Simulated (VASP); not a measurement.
Wanted: the native input for a VASP 6.6.1 run.

```yaml
Task: single point
Functional: LDA
Potentials_or_basis: VASP PAW LDA potentials, release 64 (Sn_d, Se)
Cutoff: 520 eV
k_mesh: 6 × 6 × 6
Occupations: gaussian, width 0.01 eV
Spin: no spin polarisation
Dipole_correction: no
Further_INCAR_settings: ALGO = Normal; EDIFF = 1e-07; NBANDS = 17
```

The structure of SnSe lies in POSCAR:

```
SnSe
1.0
    0.0000000000      3.0100000000      3.0100000000
    3.0100000000      0.0000000000      3.0100000000
    3.0100000000      3.0100000000      0.0000000000
Sn Se
1 1
Direct
    0.0000000000      0.0000000000      0.0000000000
    0.5000000000      0.5000000000      0.5000000000
```

One way to write it, as run:

INCAR

```
SYSTEM = SnSe
PREC     = Accurate       ! precision mode
ENCUT    = 520            ! plane-wave cutoff, eV
EDIFF    = 1E-7           ! SCF threshold, eV
ISMEAR   = 0              ! smearing method
SIGMA    = 0.01           ! smearing width, eV
LREAL    = .False.        ! projectors in reciprocal space
LASPH    = .True.         ! aspherical terms in the spheres
NELM     = 100            ! most SCF steps
ALGO     = Normal         ! electronic algorithm
ISIF     = 2              ! what is computed and relaxed
LWAVE    = .False.        ! write WAVECAR
LCHARG   = .True.         ! write CHGCAR
LELF     = .True.         ! ELF
LVHAR    = .True.       
NBANDS   = 17             ! bands
```

KPOINTS

```
regular mesh
0
Gamma
  6 6 6
  0 0 0
```

Potentials or basis: VASP PAW LDA potentials, release 64 (Sn_d, Se).

Run with:

```sh
$ cat potpaw_LDA.64/Sn_d/POTCAR potpaw_LDA.64/Se/POTCAR > POTCAR
$ mpirun -np 1 vasp_std > vasp.out
```

Results of the run:

```json
{
  "Pressure": "-3.6 GPa",
  "Band gap on the k mesh": "0.62 eV, direct"
}
```

Caveat: spin-orbit coupling is left out, which moves the levels of the heavy elements.

It took 13 s on 1 thread of Intel(R) Xeon(R) Platinum 8259CL CPU @ 2.50GHz (Skylake/Cascade Lake) (shared host), peak memory 0.15 GiB.
